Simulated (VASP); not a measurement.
A run of VASP 6.6.1 is set up as follows.

Contents of INCAR:

```
SYSTEM = Nb16B
PREC = Accurate
ENCUT = 520
EDIFF = 1E-7
ISMEAR = -1
SIGMA = 0.1
LREAL = Auto
LASPH = .True.
NELM = 100
ALGO = Normal
ISIF = 2
LWAVE = .False.
LCHARG = .False.
GGA = PE
NBANDS = 120
```

The input KPOINTS:

```
regular mesh
0
Gamma
  2 2 2
  0 0 0
```

The input POSCAR:

```
Nb16B
1.0
    6.6000000000      0.0000000000      0.0000000000
    0.0000000000      6.6000000000      0.0000000000
    0.0000000000      0.0000000000      6.6000000000
Nb B
16 1
Direct
   -0.0004613792      0.0186403549      0.0111743574
    0.4994229510      0.0034015556     -0.0036895679
   -0.0005189185      0.4956347987      0.0112224016
   -0.0004583848      0.0185960844      0.4885972972
    0.2527657692      0.2575559353      0.2498570790
    0.4995494531      0.5109927738     -0.0040310878
    0.4994268892      0.0034312808      0.5032856054
    0.7461739843      0.2574469465      0.2498528778
   -0.0005212354      0.4956795487      0.4885494523
    0.2479387803      0.7571336236      0.2498686279
    0.2477687605      0.2569608290      0.7498516779
    0.4995513071      0.5110573945      0.5037398058
    0.7510340824      0.7572401209      0.2498628368
    0.7514043472      0.2569662631      0.7498511704
    0.1964007185      0.7568136229      0.7498942253
    0.8026232606      0.7569254458      0.7498822403
    0.4994530146      0.7578519215      0.7498438006
```

Potentials or basis: VASP PAW PBE potentials, release 64 (Nb_sv, B).

The run is started by

```sh
$ cat potpaw_PBE.64/Nb_sv/POTCAR potpaw_PBE.64/B/POTCAR > POTCAR
$ mpirun -np 1 vasp_std > vasp.out
```

Q: Estimate the pressure.

A: 8.7 GPa.

Q: Estimate the band gap on the k mesh.

A: Zero (an odd number of electrons rules out a gap without spin polarisation).

Q: Predict the largest force.

A: 0.038 eV/Å.

Forces on the atoms (eV/Å):
```
Nb  -0.002 -0.025 -0.002
Nb   0.004  0.018 -0.001
Nb   0.001  0.020 -0.009
Nb  -0.002 -0.021 -0.001
Nb   0.033 -0.019  0.001
Nb   0.000 -0.008  0.011
Nb   0.004  0.014  0.009
Nb  -0.029 -0.010  0.001
Nb   0.001  0.016  0.007
Nb  -0.022  0.006  0.000
Nb  -0.003  0.009  0.000
Nb  -0.001 -0.012 -0.012
Nb   0.019 -0.001 -0.001
Nb  -0.007  0.005  0.000
Nb  -0.020  0.010 -0.001
Nb   0.008  0.008  0.000
B    0.013 -0.011 -0.002
```

Caveat: the k points lie up to 0.48 Å⁻¹ apart, too coarse for converged energies and pressures of a metal.
